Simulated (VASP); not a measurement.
A run of VASP 6.6.1 is set up as follows.

File INCAR:

```
SYSTEM = FeO
PREC = Accurate
ENCUT = 600
EDIFF = 1E-6
ISMEAR = -1
SIGMA = 0.05
LREAL = .FALSE.
LASPH = .TRUE.
NELM = 200
ALGO = Normal
ISIF = 2
LWAVE = .FALSE.
LCHARG = .TRUE.
ISPIN = 2
MAGMOM = 0.8 0
LORBIT = 11
NUPDOWN = 0.8
LMAXMIX = 4
GGA = PS
LELF = .TRUE.
LVHAR = .TRUE.
NBANDS = 22
GGA_COMPAT = .FALSE.
```

The input KPOINTS:

```
Automatic mesh
0
G
  9 9 9
  0 0 0
```

Contents of POSCAR:

```
FeO
1.0
    0.0000000000      2.1554000000      2.1554000000
    2.1554000000      0.0000000000      2.1554000000
    2.1554000000      2.1554000000      0.0000000000
Fe O
1 1
Direct
    0.0000000000      0.0000000000      0.0000000000
    0.5000000000      0.5000000000      0.5000000000
```

Potentials or basis: VASP PAW PBE potentials, release 64 (Fe_sv, O).

Command:

```sh
$ cat potpaw_PBE.64/Fe_sv/POTCAR potpaw_PBE.64/O/POTCAR > POTCAR
$ mpirun -np 1 vasp_std > vasp.out
```

Problem. Estimate the pressure.

Solution. -33.7 GPa.

Caveat: the PAW data sets were made with another functional, which shifts forces and pressure a little; the total moment is fixed, so each spin has its own Fermi level; a cell with one magnetic atom can't hold antiferromagnetic order, which such compounds often take.
